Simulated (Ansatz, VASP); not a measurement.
# One calculation of SiSe, two programs

File INCAR:

```
SYSTEM = SiSe
PREC     = Accurate       ! precision mode
ENCUT    = 600            ! plane-wave cutoff, eV
EDIFF    = 1E-6           ! SCF threshold, eV
ISMEAR   = 0              ! smearing method
SIGMA    = 0.1            ! smearing width, eV
LREAL    = .False.        ! projectors in reciprocal space
LASPH    = .True.         ! aspherical terms in the spheres
NELM     = 60             ! most SCF steps
ALGO     = Normal         ! electronic algorithm
ISIF     = 3              ! what is computed and relaxed
LWAVE    = .False.        ! write WAVECAR
LCHARG   = .False.        ! write CHGCAR
GGA      = PE             ! functional
IBRION   = 2              ! ionic algorithm
NSW      = 100            ! ionic steps
EDIFFG   = -0.01          ! ionic threshold
```

The input KPOINTS:

```
regular mesh
0
Gamma
  18 18 16
  0 0 0
```

Contents of POSCAR:

```
SiSe
1.0
    3.6142052603      0.0000000000      0.0000000000
   -1.8071026301      3.1299935699      0.0000000000
    0.0000000000      0.0000000000      3.5884538953
Si Se
1 1
Direct
    0.6666666667      0.3333333333      0.5000000000
    0.0000000000      0.0000000000      0.0000000000
```

Input for Ansatz:

```yaml
crystal:
  lattice:
    - [3.6142052603, 0.0, 0.0]
    - [-1.8071026301, 3.1299935699, 0.0]
    - [0.0, 0.0, 3.5884538953]
  atoms:
    - { symbol: Si, position: [0.6666666667, 0.3333333333, 0.5] }
    - { symbol: Se, position: [0.0, 0.0, 0.0] }
basis:
  ecutwfc: 420
kpoints:
  mp_grid: { grid: [18, 18, 16] }
hamiltonian:
  xc: pbe
scf:
  occupations: { method: gaussian, width: 0.1 }
output:
  forces: true
  stress: true
  eigenvalues: true
relax:
  adjacent_minimum: "off"
  f_tol: 0.01
  max_steps: 80
  cell: { stress_tol: 0.05 }
```

Alike in both runs: task relaxation of cell and atoms; functional PBE; k mesh 18 × 18 × 16; occupations gaussian, width 0.1 eV; no spin polarisation.

```csv
,VASP,Ansatz
version,VASP 6.6.1,Ansatz 0.2.0
potentials or method,"VASP PAW PBE potentials, release 64 (Si, Se), cutoff 600 eV","scalar-relativistic, plane waves, PAW"
valence electrons in the cell,10,20
```

Ansatz gave:

* gap on the k mesh at the Fermi level, each at its own relaxed structure (eV): none
* relaxed volume (Å³/atom): 20.14
* relaxed cell length with the largest relative difference (Å): 3.595

Q: What did VASP give for the same quantities?

A: gap on the k mesh at the Fermi level, each at its own relaxed structure (eV): none; relaxed volume (Å³/atom): 20.17; relaxed cell length with the largest relative difference (Å): 3.598.

A gap of «none» marks a metal or a gap that the smearing closes. VASP's potentials hold 10 valence electrons a cell and Ansatz's 20, so a difference there can come from the potentials and not from the codes.
